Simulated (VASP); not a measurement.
# H5C16F in VASP: a series of runs, part 2 of 2

VASP 6.6.1. The steps go on from the part before.

### Step 3. Single point, PBE+D3(BJ)

The input, INCAR:

```
SYSTEM = H5C16F
ALGO     = Normal         ! electronic algorithm
EDIFF    = 1E-7           ! SCF threshold, eV
ENCUT    = 520            ! plane-wave cutoff, eV
GGA      = PE             ! functional
ISIF     = 2              ! what is computed and relaxed
ISMEAR   = 0              ! smearing method
IVDW     = 12             ! dispersion correction
LASPH    = .True.         ! aspherical terms in the spheres
LCHARG   = .False.        ! write CHGCAR
LREAL    = Auto         
LWAVE    = .False.        ! write WAVECAR
NBANDS   = 55             ! bands
NELM     = 80             ! most SCF steps
PREC     = Accurate       ! precision mode
SIGMA    = 0.05           ! smearing width, eV
```

The input, KPOINTS:

```
k-points
0
Gamma
  3 3 1
  0 0 0
```

The input, POSCAR:

```
H5C16F
1.0
    5.0487420000      0.0000000000      0.0000000000
    2.5243710000      4.3723390000      0.0000000000
    0.0000000000      0.0000000000     16.6764260000
H C F
5 16 1
Direct
    0.1666667848      0.1666666285      0.0599648870
    0.6666667848      0.1666666285      0.0599648870
    0.1666666285      0.6666667429      0.0599648870
    0.6666666285      0.6666667429      0.0599648870
    0.0495984481      0.5157642168      0.3522902929
    0.1666667848      0.1666666285      0.1259262626
    0.6666667848      0.1666666285      0.1259262626
    0.1666666285      0.6666667429      0.1259262626
    0.6666666285      0.6666667429      0.1259262626
   -0.1666666285      0.3333332571      0.1568252694
    0.3333333715      0.3333332571      0.1568252694
   -0.1666667848      0.8333333715      0.1568252694
    0.3333332152      0.8333333715      0.1568252694
   -0.1659995917      0.3338249848      0.2564896099
    0.3326753546      0.3324289356      0.2524597297
   -0.1664720625      0.8330314735      0.2551487351
    0.3334174957      0.8339867975      0.2572958378
    0.0004016978     -0.0008192411      0.2715238865
    0.5016047131     -0.0003778298      0.2726880448
    0.0023422856      0.4999797591      0.2842574902
    0.4978334489      0.4997075936      0.2733875952
    0.2489096314      0.5822105742      0.4040303360
```

Potentials or basis: VASP PAW PBE potentials, release 64 (H, C, F).

Run with:

```bash
$ cat potpaw_PBE.64/H/POTCAR potpaw_PBE.64/C/POTCAR potpaw_PBE.64/F/POTCAR > POTCAR
$ mpirun -np 1 vasp_std > vasp.out
```

It took 2.9 min on 1 thread of AMD EPYC 9R45 (Zen 5), shared host; peak memory 0.46 GiB.

Results (log left out):

| Quantity | Value |
| --- | --- |
| Free energy | -163.3135 eV |
| Largest force | 1.677 eV/Å |
| Band gap on the k mesh | zero (bands 38 and 39 overlap by 0.07 eV) |
| Dispersion energy per atom | -0.107 eV |

Forces in eV/Å, atoms in the order of the input:
```
H   -0.026 -0.043 -0.073
H    0.028  0.000 -0.095
H    0.010  0.031 -0.172
H   -0.009  0.025 -0.095
H   -0.692 -0.228 -0.711
C    0.007  0.069  1.676
C   -0.009 -0.003  1.559
C   -0.059 -0.058  1.443
C    0.051 -0.044  1.602
C   -0.123  0.203 -1.070
C   -0.042  0.151 -1.303
C    0.024  0.078 -1.251
C   -0.132 -0.205 -1.568
C   -0.026 -0.008 -0.009
C   -0.004 -0.010 -0.123
C    0.004  0.011 -0.021
C   -0.005  0.002  0.034
C    0.004 -0.024  0.079
C    0.001 -0.012  0.040
C    0.016 -0.004  0.145
C   -0.052  0.007  0.253
F    1.035  0.063 -0.339
```

Levels at points of the mesh, in eV from the Fermi level:
```
           k point  band 34  band 35  band 36  band 37  band 38  band 39  band 40  band 41  band 42  band 43
(0.00, 0.00, 0.00)    -1.98    -1.96    -1.54    -1.00    -0.19    -0.09     0.30     2.50     4.44     4.57
```

Caveat: the k points lie up to 0.48 Å⁻¹ apart.

### Step 4. Single point, PBE+D3(BJ)

The input, INCAR:

```
SYSTEM = H5C16F
PREC = Accurate
ENCUT = 520
EDIFF = 1E-6
ISMEAR = 0
SIGMA = 0.05
LREAL = Auto
LASPH = .TRUE.
NELM = 100
ALGO = Normal
ISIF = 2
LWAVE = .FALSE.
LCHARG = .FALSE.
GGA = PE
IVDW = 12
NBANDS = 55
```

The input, KPOINTS:

```
Automatic mesh
0
G
  3 3 1
  0 0 0
```

The input, POSCAR:

```
H5C16F
1.0
    5.0487420000      0.0000000000      0.0000000000
    2.5243710000      4.3723390000      0.0000000000
    0.0000000000      0.0000000000     16.6764260000
H C F
5 16 1
Direct
    0.1666667848      0.1666666285      0.0599648870
    0.6666667848      0.1666666285      0.0599648870
    0.1666666285      0.6666667429      0.0599648870
    0.6666666285      0.6666667429      0.0599648870
    0.0336056253      0.5080532411      0.3492230290
    0.1666667848      0.1666666285      0.1259262626
    0.6666667848      0.1666666285      0.1259262626
    0.1666666285      0.6666667429      0.1259262626
    0.6666666285      0.6666667429      0.1259262626
   -0.1666666285      0.3333332571      0.1568252694
    0.3333333715      0.3333332571      0.1568252694
   -0.1666667848      0.8333333715      0.1568252694
    0.3333332152      0.8333333715      0.1568252694
   -0.1684736781      0.3331582935      0.2565866931
    0.3312572540      0.3312391834      0.2518094704
   -0.1680276024      0.8339067488      0.2551114369
    0.3312876094      0.8352101701      0.2568170782
   -0.0007032195     -0.0013649445      0.2717718413
    0.5014116765     -0.0017288229      0.2731994253
    0.0003043412      0.4993915156      0.2837227833
    0.4917955110      0.5010203921      0.2773492354
    0.3094087398      0.5686169348      0.3927237767
```

Run with:

```bash
$ cat potpaw_PBE.64/H/POTCAR potpaw_PBE.64/C/POTCAR potpaw_PBE.64/F/POTCAR > POTCAR
$ mpirun -np 1 vasp_std > vasp.out
```

It took 3.1 min on 1 thread of AMD EPYC 9R45 (Zen 5), shared host; peak memory 0.46 GiB.

The run converged. Its results:

```
Free energy                : -163.9682 eV
Largest force              : 2.162 eV/Å
Band gap on the k mesh     : zero (bands 38 and 39 overlap by 0.03 eV)
Dispersion energy per atom : -0.107 eV
```

Forces on the atoms (eV/Å):
```
H   -0.053 -0.021 -0.081
H    0.021  0.003 -0.103
H    0.003  0.045 -0.196
H   -0.002  0.032 -0.141
H   -0.641 -0.211 -0.292
C    0.015  0.021  1.828
C   -0.006 -0.013  1.587
C   -0.036 -0.037  1.400
C    0.019 -0.019  1.570
C   -0.416  0.456 -0.823
C   -0.039  0.327 -1.153
C    0.016  0.064 -1.257
C   -0.122 -0.280 -1.494
C   -0.082 -0.008  0.002
C   -0.071 -0.025 -0.089
C   -0.032  0.007 -0.007
C   -0.045  0.029 -0.057
C   -0.038 -0.013  0.052
C   -0.014 -0.033  0.083
C   -0.074 -0.017 -0.074
C   -0.159  0.033  0.456
F    1.759 -0.339 -1.211
```

Levels at points of the mesh, in eV from the Fermi level:
| k point | band 35 | band 36 | band 37 | band 38 | band 39 | band 40 | band 41 | band 42 |
| --- | --- | --- | --- | --- | --- | --- | --- | --- |
| (0.00, 0.00, 0.00) | -2.17 | -2.03 | -1.98 | -0.23 | -0.05 | 0.34 | 2.31 | 4.40 |

Caveat: the k points lie up to 0.48 Å⁻¹ apart.

### Step 5. Single point, PBE+D3(BJ)

INCAR: that of step 4 with these lines changed.

```diff
@@ -8,3 +8,3 @@
 LASPH = .TRUE.
-NELM = 100
+NELM = 80
 ALGO = Normal
```

KPOINTS is that of step 4.

The input, POSCAR:

```
H5C16F
1.0
    5.0487420000      0.0000000000      0.0000000000
    2.5243710000      4.3723390000      0.0000000000
    0.0000000000      0.0000000000     16.6764260000
H C F
5 16 1
Direct
    0.1666667848      0.1666666285      0.0599648870
    0.6666667848      0.1666666285      0.0599648870
    0.1666666285      0.6666667429      0.0599648870
    0.6666666285      0.6666667429      0.0599648870
    0.0237078520      0.5042413226      0.3483504199
    0.1666667848      0.1666666285      0.1259262626
    0.6666667848      0.1666666285      0.1259262626
    0.1666666285      0.6666667429      0.1259262626
    0.6666666285      0.6666667429      0.1259262626
   -0.1666666285      0.3333332571      0.1568252694
    0.3333333715      0.3333332571      0.1568252694
   -0.1666667848      0.8333333715      0.1568252694
    0.3333332152      0.8333333715      0.1568252694
   -0.1711593218      0.3332237047      0.2567231132
    0.3295518281      0.3305317817      0.2514553778
   -0.1698773211      0.8345979120      0.2551225305
    0.3286837447      0.8364719661      0.2556155618
   -0.0029241955     -0.0008190124      0.2721474613
    0.4997741075     -0.0022383900      0.2733892742
   -0.0016315515      0.4987611894      0.2832551171
    0.4833343853      0.5035545048      0.2827031403
    0.3661367887      0.5493553908      0.3786709454
```

Run with:

```bash
$ cat potpaw_PBE.64/H/POTCAR potpaw_PBE.64/C/POTCAR potpaw_PBE.64/F/POTCAR > POTCAR
$ mpirun -np 1 vasp_std > vasp.out
```

It took 3.2 min on 1 thread of AMD EPYC 9R45 (Zen 5), shared host; peak memory 0.46 GiB.

Results (log left out):

```yaml
Free_energy: -165.0893 eV
Largest_force: 3.357 eV/Å
Band_gap_on_the_k_mesh: zero (bands 38 and 39 overlap by 0.08 eV)
Dispersion_energy_per_atom: -0.106 eV
```

Forces on the atoms (eV/Å):
```
H   -0.062  0.012 -0.104
H    0.008 -0.003 -0.115
H   -0.022  0.049 -0.208
H    0.013  0.034 -0.191
H   -0.571 -0.155 -0.086
C    0.007 -0.014  1.878
C    0.014 -0.006  1.620
C   -0.003 -0.007  1.389
C   -0.024 -0.007  1.572
C   -0.611  0.613 -0.481
C    0.019  0.406 -0.931
C    0.008  0.056 -1.311
C   -0.105 -0.315 -1.416
C   -0.138  0.018  0.010
C   -0.110 -0.021 -0.068
C   -0.078  0.018 -0.009
C   -0.099  0.046 -0.198
C   -0.076  0.018  0.087
C   -0.070 -0.025  0.057
C   -0.108 -0.029 -0.072
C   -0.328  0.106  0.851
F    2.337 -0.794 -2.275
```

Levels at points of the mesh, in eV from the Fermi level:
| k point | band 35 | band 36 | band 37 | band 38 | band 39 | band 40 | band 41 | band 42 |
| --- | --- | --- | --- | --- | --- | --- | --- | --- |
| (0.00, 0.00, 0.00) | -3.05 | -1.93 | -1.87 | -0.29 | -0.08 | 1.56 | 2.30 | 3.92 |

Caveat: the k points lie up to 0.48 Å⁻¹ apart.

### Step 6. Summary

```tsv
cell	gap on the mesh (eV)	largest force (eV/Å)
as given, atomic positions A	none	1.76
as given, atomic positions B	none	1.68
as given, atomic positions C	none	2.16
as given, atomic positions D	none	3.36
```

Alike in all rows: task single point; level PBE+D3(BJ); potentials or basis VASP PAW PBE potentials, release 64 (H, C, F); no spin polarisation; k mesh 3 × 3 × 1; cutoff (eV) 520; smearing gaussian 0.05 eV.

Caveats: all runs use coarse meshes.

Total energies depend on the potentials used, so only differences within one code and one set of settings carry meaning.
